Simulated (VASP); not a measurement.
Here is a VASP 6.6.1 calculation.

Contents of INCAR:

```
PREC = Accurate
ENCUT = 600
EDIFF = 1E-6
ISMEAR = -1
SIGMA = 0.15
LREAL = F
LASPH = T
NELM = 60
ALGO = Normal
ISIF = 3
LWAVE = F
LCHARG = F
GGA = CA
IBRION = 2
NSW = 80
EDIFFG = -0.001
```

KPOINTS

```
Automatic mesh
0
Gamma
  16 16 16
```

File POSCAR:

```
Pd
1.0
    0.0000000000      1.9198815491      1.9198815491
    1.9198815491      0.0000000000      1.9198815491
    1.9198815491      1.9198815491      0.0000000000
Pd
1
Direct
    0.0000000000      0.0000000000      0.0000000000
```

Potentials or basis: VASP PAW LDA potentials, release 64 (Pd).

Command:

```console
$ cat potpaw_LDA.64/Pd/POTCAR > POTCAR
$ mpirun -np 1 vasp_std > vasp.out
```

**Question.** Predict the relaxed volume.

**Answer.** 14.22 Å³/atom.

**Question.** Predict the band gap on the k mesh.

**Answer.** Zero (band 5 reaches 10.57 eV, above the bottom of band 6 at 8.87 eV).

Step by step:
```tsv
step	energy change (eV)	largest force (eV/Å)	pressure (GPa)	volume (Å³)
1	0.0000	0.0000	1.01	14.15
2	0.0005	0.0000	-1.83	14.34
3	-0.0002	0.0000	-0.05	14.22
4	-0.0002	0.0000	0.05	14.21
5	-0.0002	0.0000	0.02	14.21
6	-0.0002	0.0000	0.02	14.22
7	-0.0002	0.0000	0.02	14.22
8	-0.0002	0.0000	0.02	14.22
9	-0.0002	0.0000	0.02	14.22
10	-0.0002	0.0000	0.02	14.22
11	-0.0002	0.0000	0.02	14.22
12	-0.0002	0.0000	0.02	14.22
13	-0.0002	0.0000	0.01	14.22
14	-0.0002	0.0000	0.01	14.22
15	-0.0002	0.0000	0.01	14.22
```
